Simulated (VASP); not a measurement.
# CO2 (R-3c) in VASP: electric field gradients with LDA

Aim: the electric field gradients of CO2 with LDA.

Program: VASP 6.6.1. These are calculated values, not measurements. Logs are shortened: lines on timing, memory, paths and dates and some standing lists are left out, and cuts for length are marked.

## (1) The cell of the first run

It takes space group R-3c (No. 167, trigonal). The conventional cell has a = 9.783 Å, b = 9.783 Å, c = 12.155 Å, α = 90.00°, β = 90.00°, γ = 120.00°. Within 1.6 Å of C (site symmetry -3) lie 2 O at 1.17 Å. Within 1.6 Å of C (site symmetry 2) lie 2 O at 1.17 Å. O (site symmetry 3) has 1 C at 1.17 Å within 1.6 Å. O (site symmetry 1) has 1 C at 1.17 Å within 1.6 Å.

## (2) Electric field gradients, LDA

Contents of INCAR:

```
SYSTEM = CO2
ALGO = Fast
EDIFF = 1E-8
ENCUT = 520
GGA = CA
ISIF = 2
ISMEAR = -1
LASPH = .True.
LCHARG = .False.
LEFG = .True.
LREAL = Auto
LWAVE = .False.
NBANDS = 82
NELM = 100
PREC = Accurate
SIGMA = 0.02
```

Contents of KPOINTS:

```
k-points
0
Gamma
  4 4 4
  0 0 0
```

Contents of POSCAR:

```
CO2
1.0
    4.8917483997      2.8242522554      4.0518269967
   -4.8917483997      2.8242522554      4.0518269967
    0.0000000000     -5.6485045107      4.0518269967
C O
8 16
Direct
    0.0000000000      0.0000000000      0.0000000000
    0.5000000000      0.5000000000      0.5000000000
    0.4978825400      0.7500000000      0.0021174600
    0.7500000000      0.0021174600      0.4978825400
    0.0021174600      0.4978825400      0.7500000000
    0.9978825400      0.5021174600      0.2500000000
    0.5021174600      0.2500000000      0.9978825400
    0.2500000000      0.9978825400      0.5021174600
    0.9040076700      0.9040076700      0.9040076700
    0.4040076700      0.4040076700      0.4040076700
    0.0959923300      0.0959923300      0.0959923300
    0.5959923300      0.5959923300      0.5959923300
    0.5985569600      0.6602942900      0.1028795800
    0.6602942900      0.1028795800      0.5985569600
    0.1028795800      0.5985569600      0.6602942900
    0.0985569600      0.6028795800      0.1602942900
    0.6028795800      0.1602942900      0.0985569600
    0.1602942900      0.0985569600      0.6028795800
    0.4014430400      0.3397057100      0.8971204200
    0.3397057100      0.8971204200      0.4014430400
    0.8971204200      0.4014430400      0.3397057100
    0.9014430400      0.3971204200      0.8397057100
    0.3971204200      0.8397057100      0.9014430400
    0.8397057100      0.9014430400      0.3971204200
```

Potentials or basis: VASP PAW LDA potentials, release 64 (C, O).

Run with:

```sh
> cat potpaw_LDA.64/C/POTCAR potpaw_LDA.64/O/POTCAR > POTCAR
> mpirun -np 1 vasp_std > vasp.out
```

OUTCAR:

```text
SYSTEM = CO2
   EDIFF = 1E-8
   ENCUT = 520
   GGA = CA
   ISIF = 2
   ISMEAR = -1
   LASPH = .True.
   LREAL = Auto
   NELM = 100
   PREC = Accurate

 ion  position               nearest neighbor table
   1  0.000  0.000  0.000-   9 1.17  11 1.17
   2  0.500  0.500  0.500-  10 1.17  12 1.17
   3  0.498  0.750  0.002-  13 1.17  23 1.17
   4  0.750  0.002  0.498-  24 1.17  14 1.17
   5  0.002  0.498  0.750-  15 1.17  22 1.17
   6  0.998  0.502  0.250-  16 1.17  21 1.17
   7  0.502  0.250  0.998-  19 1.17  17 1.17
   8  0.250  0.998  0.502-  18 1.17  20 1.17
   9  0.904  0.904  0.904-   1 1.17
  10  0.404  0.404  0.404-   2 1.17
  11  0.096  0.096  0.096-   1 1.17
  12  0.596  0.596  0.596-   2 1.17
  13  0.599  0.660  0.103-   3 1.17
  14  0.660  0.103  0.599-   4 1.17
[... 8 lines left out ...]
  23  0.397  0.840  0.901-   3 1.17
  24  0.840  0.901  0.397-   4 1.17

  LATTYP: Found a trigonal (rhomboedric) cell.
 ALAT       =     6.9514678464
 COS(alpha) =     0.0096124272

  Lattice vectors:

 A1 = (   4.8917483997,   2.8242522554,   4.0518269967)
 A2 = (  -4.8917483997,   2.8242522554,   4.0518269967)
 A3 = (   0.0000000000,  -5.6485045107,   4.0518269967)

Analysis of symmetry for initial positions (statically):
=====================================================================
 Subroutine PRICEL returns:
 Original cell was already a primitive cell.

 Routine SETGRP: Setting up the symmetry group for a
 trigonal (rhombohedral) supercell.

 Subroutine GETGRP returns: Found 12 space group operations
 (whereof  6 operations were pure point group operations)
 out of a pool of 12 trial point group operations.

The static configuration has the point symmetry S_6 .
 The point group associated with its full space group is D_3d.

Analysis of symmetry for dynamics (positions and initial velocities):
=====================================================================
 Subroutine PRICEL returns:
 Original cell was already a primitive cell.

 Routine SETGRP: Setting up the symmetry group for a
 trigonal (rhombohedral) supercell.

 Subroutine GETGRP returns: Found 12 space group operations
 (whereof  6 operations were pure point group operations)
 out of a pool of 12 trial point group operations.

The dynamic configuration has the point symmetry S_6 .
 The point group associated with its full space group is D_3d.

 Subroutine INISYM returns: Found 12 space group operations
 (whereof  6 operations are pure point group operations),
 and found     1 'primitive' translations

----------------------------------------------------------------------------------------

                                     Primitive cell

  volume of cell :     335.8689

  direct lattice vectors                    reciprocal lattice vectors
     4.891748400  2.824252255  4.051826997     0.102212943  0.059012670  0.082267415
    -4.891748400  2.824252255  4.051826997    -0.102212943  0.059012670  0.082267415
     0.000000000 -5.648504511  4.051826997     0.000000000 -0.118025340  0.082267415

  length of vectors
     6.951467846  6.951467846  6.951467846     0.143867677  0.143867677  0.143867677

  position of ions in fractional coordinates (direct lattice)
     0.000000000  0.000000000  0.000000000
     0.500000000  0.500000000  0.500000000
     0.497882540  0.750000000  0.002117460
     0.750000000  0.002117460  0.497882540
     0.002117460  0.497882540  0.750000000
     0.997882540  0.502117460  0.250000000
[... 16 lines left out ...]
     0.397120420  0.839705710  0.901443040
     0.839705710  0.901443040  0.397120420

  ion indices of the primitive-cell ions
   primitive index   ion index
                 1           1
                 2           2
                 3           3
                 4           4
                 5           5
                 6           6
[... 16 lines left out ...]
                23          23
                24          24

----------------------------------------------------------------------------------------

 KPOINTS: k-points

Automatic generation of k-mesh.
 Grid dimensions read from file:
 generate k-points for:    4    4    4

 Generating k-lattice:

  Cartesian coordinates                     Fractional coordinates (reciprocal lattice)
     0.025553236  0.014753168  0.020566854     0.250000000  0.000000000  0.000000000
    -0.025553236  0.014753168  0.020566854     0.000000000  0.250000000  0.000000000
[... 35 lines left out ...]
   NGXF,Y,Z  is equivalent  to a cutoff of  25.83, 25.83, 25.83 a.u.
 SYSTEM =  CO2
   PREC   = accura    normal or accurate (medium, high low for compatibility)
   ISTART =      0    job   : 0-new  1-cont  2-samecut
   ICHARG =      2    charge: 1-file 2-atom 10-const
   ISPIN  =      1    spin polarized calculation?
   LNONCOLLINEAR =      F non collinear calculations
   LSORBIT =      F    spin-orbit coupling
   LASPH  =      T    aspherical Exc in radial PAW
   ENCUT  =  520.0 eV  38.22 Ry    6.18 a.u.  12.93 12.93 12.93*2*pi/ulx,y,z
   NELM   =    100;   NELMIN=  2; NELMDL= -5     # of ELM steps
   EDIFF  = 0.1E-07   stopping-criterion for ELM
   LREAL  =      T    real-space projection
   EDIFFG = 0.1E-06   stopping-criterion for IOM
   NSW    =      0    number of steps for IOM
   IBRION =     -1    ionic relax: 0-MD 1-quasi-New 2-CG
   NFREE  =      0    steps in history (QN), initial steepest desc. (CG)
   ISIF   =      2    stress and relaxation
   ISYM   =      2    0-nonsym 1-usesym 2-fastsym
   POTIM  = 0.5000    time-step for ionic-motion
   TEBEG  =    0.0;   TEEND  =   0.0 temperature during run
   PSTRESS=    0.0 pullay stress
   NELECT =     128.0000    total number of electrons
   NUPDOWN=      -1.0000    fix difference up-down
   EMIN   =  10.00;   EMAX   =-10.00  energy-range for DOS
   EFERMI =   0.00;   METHOD = LEGACY
   ISMEAR =    -1;   SIGMA  =   0.02  broadening in eV -4-tet -1-fermi 0-gaus
   EFERMI_NEDOS =   21; number of points for ismear=-14 and -15
   IALGO  =     68    algorithm
   IMIX   =      4    mixing-type and parameters
     AMIX     =   0.40;   BMIX     =  1.00
     AMIX_MAG =   1.60;   BMIX_MAG =  1.00
  volume/ion in A,a.u.               =      13.99        94.44
  Fermi-wavevector in a.u.,A,eV,Ry     =   1.186920  2.242954 19.167614  1.408780
  Thomas-Fermi vector in A             =   2.323083
   LORBIT       =      0    0 simple, 1 ext, 2 COOP (PROOUT), +10 PAW based schemes
   GGA     = CA    functional components
   LHFCALC =     F    Hartree Fock is set to
   AEXX    =    0.0000 exact exchange contribution
   IVDW    =     0    specifies the selected vdW correction
   LEPSILON=     F    determine dielectric tensor
   LRPA    =     F    only Hartree local field effects (RPA)
 non-spin polarized calculation
 RMM-DIIS sequential band-by-band and
  energy-cutoff  :      520.00
  volume of cell :      335.87
 maximum number of plane-waves:      9094
 NGX is ok and might be reduce to    54
   NGX = 25   NGY = 25   NGZ = 25

 number of electron     127.9999967 magnetization

 Free energy of the ion-electron system (eV)
  ---------------------------------------------------
  ext. energy  EPLUGINS =         0.00000000
  ---------------------------------------------------
  free energy    TOTEN  =      -198.89990840 eV

  energy without entropy =     -198.89990840  energy(sigma->0) =     -198.89990840

 E-fermi :  -2.9897     XC(G=0):  -8.7803

 val. band max:       -3.4601129886   @ k =   0.5000   0.5000   0.0000
 cond. band min:       2.8755395610   @ k =   0.0000   0.0000   0.0000
 fundamental gap:      6.3356525497
 Fermi energy:        -2.9896743017

 k-point     1 :       0.0000    0.0000    0.0000
  band No.  band energies     occupation
      1     -23.9945      2.00000
      2     -23.8479      2.00000
      3     -23.8479      2.00000
      4     -23.7527      2.00000
      5     -23.7527      2.00000
      6     -23.7476      2.00000
[... 1016 lines left out ...]
     75       4.6788      0.00000
     76       4.6823      0.00000
 [bands above 76 left out]

------------------------ aborting loop because EDIFF is reached ----------------------------------------

  FORCE on cell =-STRESS in cart. coord.  units (eV):
  Direction    XX          YY          ZZ          XY          YZ          ZX
  --------------------------------------------------------------------------------------
  -------------------------------------------------------------------------------------
  Total       -1.9887838     -1.9887838     -1.9043707      0.0000000     -0.0000000      0.0000000
  in kB       -9.4869892     -9.4869892     -9.0843181      0.0000000     -0.0000000      0.0000000
  external PRESSURE =      -9.3527655 kB  Pullay stress =       0.0000000 kB

 VOLUME and BASIS-vectors are now :
 -----------------------------------------------------------------------------
  energy-cutoff  :      520.00
  volume of cell :      335.87
      direct lattice vectors                 reciprocal lattice vectors
     4.891748400  2.824252255  4.051826997     0.102212943  0.059012670  0.082267415
    -4.891748400  2.824252255  4.051826997    -0.102212943  0.059012670  0.082267415
     0.000000000 -5.648504511  4.051826997     0.000000000 -0.118025340  0.082267415

 POSITION                                       TOTAL-FORCE (eV/Angst)
 -----------------------------------------------------------------------------------
      0.00000      0.00000      0.00000        -0.000000     -0.000000     -0.000000
      0.00000      0.00000      6.07774        -0.000000     -0.000000     -0.000000
     -1.23330      3.51237      5.06478        -0.007710     -0.013353     -0.000000
      3.65845     -0.68812      5.06478        -0.007710      0.013353     -0.000000
     -2.42516     -2.82425      5.06478         0.015419     -0.000000     -0.000000
      2.42516      2.82425      7.09070        -0.015419     -0.000000     -0.000000
[... 16 lines left out ...]
     -2.16502     -1.59870      8.66390        -0.145280      0.075015     -0.052318
     -0.30200      2.67431      8.66390         0.137605      0.088309     -0.052318
 -----------------------------------------------------------------------------------
    total drift:                               -0.000000     -0.000000      0.000000

  FREE ENERGIE OF THE ION-ELECTRON SYSTEM (eV)
  ---------------------------------------------------
  free  energy   TOTEN  =      -198.8999083986 eV

  energy  without entropy=     -198.8999083986  energy(sigma->0) =     -198.89990840

 Electric field gradients (V/A^2)
---------------------------------------------------------------------
 ion       V_xx      V_yy      V_zz      V_xy      V_xz      V_yz
---------------------------------------------------------------------
   1      24.877    24.877   -49.754     0.000     0.000    -0.000
   2      24.877    24.877   -49.754    -0.000     0.000    -0.000
   3     -22.737     9.004    13.733    27.488   -23.054    13.311
   4     -22.737     9.004    13.733   -27.488    23.054    13.311
   5      24.874   -38.607    13.733     0.000     0.000   -26.621
   6      24.874   -38.607    13.733     0.000     0.000   -26.621
[... 16 lines left out ...]
  23      28.227   -11.036   -17.190   -33.958    28.621   -15.831
  24      28.188   -10.997   -17.190    33.980   -28.020   -16.872
---------------------------------------------------------------------

 Electric field gradients after diagonalization (V/A^2)
 (convention: |V_zz| > |V_xx| > |V_yy|)
----------------------------------------------------------------------
 ion       V_xx      V_yy      V_zz     asymmetry (V_yy - V_xx)/ V_zz
----------------------------------------------------------------------
   1      24.877    24.877   -49.754       0.000
   2      24.877    24.877   -49.754       0.000
   3      24.893    24.874   -49.768       0.000
   4      24.893    24.874   -49.768       0.000
   5      24.893    24.874   -49.768       0.000
   6      24.893    24.874   -49.768       0.000
[... 16 lines left out ...]
  23     -31.264   -30.159    61.424       0.018
  24     -31.264   -30.159    61.424       0.018
----------------------------------------------------------------------

           NMR quadrupolar parameters

 Cq : quadrupolar parameter    Cq=e*Q*V_zz/h
 eta: asymmetry parameters     (V_yy - V_xx)/ V_zz
 Q  : nuclear electric quadrupole moment in mb (millibarn)
----------------------------------------------------------------------
 ion       Cq(MHz)       eta       Q (mb)
----------------------------------------------------------------------
   1      -0.120       0.000       1.000
   2      -0.120       0.000       1.000
   3      -0.120       0.000       1.000
   4      -0.120       0.000       1.000
   5      -0.120       0.000       1.000
   6      -0.120       0.000       1.000
[... 16 lines left out ...]
  23       0.149       0.018       1.000
  24       0.149       0.018       1.000
----------------------------------------------------------------------
```

It took 7.4 min on 1 thread of Intel Xeon Platinum 8488C (Sapphire Rapids), shared host; peak memory 0.4 GiB.

Results:

* Free energy: -198.8999 eV
* Pressure: -0.9 GPa
* Largest force: 0.172 eV/Å
* Band gap on the k mesh: 6.34 eV (least direct gap 6.44 eV)
* Largest electric field gradient by atom: C -49.8; O +61.9, +61.4 (each value once) V/Å²

Forces on the atoms (eV/Å):
```
C    0.000  0.000  0.000
C    0.000  0.000  0.000
C   -0.008 -0.013  0.000
C   -0.008  0.013  0.000
C    0.015  0.000  0.000
C   -0.015  0.000  0.000
C    0.008  0.013  0.000
C    0.008 -0.013  0.000
O    0.000  0.000 -0.163
O    0.000  0.000 -0.163
O    0.000  0.000  0.163
O    0.000  0.000  0.163
O    0.138 -0.088  0.052
O   -0.145 -0.075  0.052
O    0.008  0.163  0.052
O   -0.008  0.163  0.052
O    0.145 -0.075  0.052
O   -0.138 -0.088  0.052
O   -0.138  0.088 -0.052
O    0.145  0.075 -0.052
O   -0.008 -0.163 -0.052
O    0.008 -0.163 -0.052
O   -0.145  0.075 -0.052
O    0.138  0.088 -0.052
```

Levels at points of the mesh, in eV from the valence-band top:
| k point | band 61 | band 62 | band 63 | band 64 | band 65 | band 66 | band 67 | band 68 |
| --- | --- | --- | --- | --- | --- | --- | --- | --- |
| (0.00, 0.00, 0.00) | -0.19 | -0.19 | -0.10 | -0.10 | 6.34 | 7.33 | 7.33 | 7.41 |
| (0.50, 0.00, 0.00) | -0.19 | -0.19 | -0.13 | -0.13 | 7.34 | 7.34 | 7.44 | 7.44 |
| (0.50, 0.50, 0.00) | -0.32 | -0.20 | -0.13 | 0.00 | 7.57 | 7.65 | 7.76 | 7.81 |
| (0.50, 0.50, 0.50) | -0.14 | -0.14 | -0.14 | -0.14 | 7.90 | 7.91 | 7.96 | 7.96 |

Electric field gradients, principal values (V/Å²):
```csv
atom,least,middle,greatest (by size)
1 C,24.877,24.877,-49.754
2 C,24.877,24.877,-49.754
3 C,24.874,24.893,-49.768
4 C,24.874,24.893,-49.768
5 C,24.874,24.893,-49.768
6 C,24.874,24.893,-49.768
7 C,24.874,24.893,-49.768
8 C,24.874,24.893,-49.768
9 O,-30.937,-30.937,61.873
10 O,-30.937,-30.937,61.873
11 O,-30.937,-30.937,61.873
12 O,-30.937,-30.937,61.873
13 O,-30.159,-31.264,61.424
14 O,-30.159,-31.264,61.424
15 O,-30.159,-31.264,61.424
16 O,-30.159,-31.264,61.424
17 O,-30.159,-31.264,61.424
18 O,-30.159,-31.264,61.424
19 O,-30.159,-31.264,61.424
20 O,-30.159,-31.264,61.424
21 O,-30.159,-31.264,61.424
22 O,-30.159,-31.264,61.424
23 O,-30.159,-31.264,61.424
24 O,-30.159,-31.264,61.424
```

Caveat: without QUAD_EFG the Cq values of the log hold for a quadrupole moment of 1 mb, not for the nuclei. A k mesh can miss the band edges.
